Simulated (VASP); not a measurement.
Here is a VASP 6.6.1 calculation.

File INCAR:

```
ALGO     = Normal         # electronic algorithm
EDIFF    = 1E-7           # SCF threshold, eV
ENCUT    = 520            # plane-wave cutoff, eV
GGA      = PS             # functional
ISIF     = 2              # what is computed and relaxed
ISMEAR   = 0              # smearing method
LASPH    = True           # aspherical terms in the spheres
LCHARG   = True           # write CHGCAR
LELF     = True           # ELF
LREAL    = False          # projectors in reciprocal space
LVHAR    = True         
LWAVE    = False          # write WAVECAR
NBANDS   = 18             # bands
NELM     = 60             # most SCF steps
PREC     = Accurate       # precision mode
SIGMA    = 0.1            # smearing width, eV
```

The input KPOINTS:

```
k-points
0
Gamma
  18 18 12
```

POSCAR

```
PtSe2
1.0
    3.6841738224      0.0000000000      0.0000000000
   -1.8420869112      3.1905881222      0.0000000000
    0.0000000000      0.0000000000      5.0407647985
Pt Se
1 2
Direct
    0.0000000000      0.0000000000      0.0000000000
    0.6666666667      0.3333333333      0.7399631401
    0.3333333333      0.6666666667      0.2600368599
```

Potentials or basis: VASP PAW PBE potentials, release 64 (Pt, Se).

Run with:

```bash
$ cat potpaw_PBE.64/Pt/POTCAR potpaw_PBE.64/Se/POTCAR > POTCAR
$ mpirun -np 1 vasp_std > vasp.out
```

Q: Estimate the pressure.

A: 2.7 GPa.

Q: Predict the band gap on the k mesh.

A: Zero (bands 11 and 12 overlap by 0.67 eV).

Forces on the atoms (eV/Å):
```
Pt   0.000  0.000  0.000
Se   0.000  0.000 -0.016
Se   0.000  0.000  0.016
```

Caveat: the cell differs from its parent crystal (biaxial strain in the a-b plane: -2.0 %, then relaxed in part); the PAW data sets were made with another functional, which shifts forces and pressure a little; spin-orbit coupling is left out, which moves the levels of the heavy elements.
